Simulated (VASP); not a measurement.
Input of a VASP 6.6.1 run:

Contents of POSCAR:

```
CuAu
1.0
    2.8712762975      0.0000000000      0.0000000000
    0.0000000000      2.8712762975      0.0000000000
    0.0000000000      0.0000000000      3.6404327320
Cu Au
1 1
Direct
    0.5000000000      0.5000000000      0.5000000000
    0.0000000000      0.0000000000      0.0000000000
```

The input INCAR.step1:

```
PREC     = Accurate       # precision mode
ENCUT    = 600            # plane-wave cutoff, eV
ISMEAR   = 0              # smearing method
SIGMA    = 0.1            # smearing width, eV
LREAL    = False          # projectors in reciprocal space
LASPH    = True           # aspherical terms in the spheres
NELM     = 80             # most SCF steps
GGA      = PE             # functional
ALGO     = Normal         # electronic algorithm
EDIFF    = 1E-4           # SCF threshold, eV
LWAVE    = True           # write WAVECAR
LCHARG   = False          # write CHGCAR
```

The input INCAR.step2:

```
PREC     = Accurate       # precision mode
ENCUT    = 600            # plane-wave cutoff, eV
EDIFF    = 1E-7           # SCF threshold, eV
ISMEAR   = 0              # smearing method
SIGMA    = 0.1            # smearing width, eV
LREAL    = False          # projectors in reciprocal space
LASPH    = True           # aspherical terms in the spheres
NELM     = 80             # most SCF steps
ALGO     = Normal         # electronic algorithm
ISIF     = 3              # what is computed and relaxed
LWAVE    = False          # write WAVECAR
LCHARG   = False          # write CHGCAR
METAGGA  = R2SCAN         # meta-GGA
LMIXTAU  = True         
IBRION   = 2              # ionic algorithm
NSW      = 70             # ionic steps
EDIFFG   = -0.005         # ionic threshold
ISTART   = 1
```

KPOINTS

```
Automatic mesh
0
Gamma
  16 16 12
```

Potentials or basis: VASP PAW PBE potentials, release 64 (Cu, Au).

The run is started by

```console
$ cat potpaw_PBE.64/Cu/POTCAR potpaw_PBE.64/Au/POTCAR > POTCAR
$ cp INCAR.step1 INCAR
$ mpirun -np 1 vasp_std > vasp.out
$ cp INCAR.step2 INCAR
$ mpirun -np 1 vasp_std > vasp.out
```

Problem. Predict the relaxed volume.

Solution. 14.57 Å³/atom.

Problem. Predict the space group after relaxing (to 0.1 Å).

Solution. P4/mmm (No. 123).

Final structure:
```xyz
2
Lattice="2.8490 0.0000 0.0000 0.0000 2.8490 0.0000 0.0000 0.0000 3.5913" Properties=species:S:1:pos:R:3 pbc="T T T"
Cu    1.4245    1.4245    1.7957
Au    0.0000    0.0000    3.5913
```

Caveat: the PAW data sets were made with another functional, which shifts forces and pressure a little.
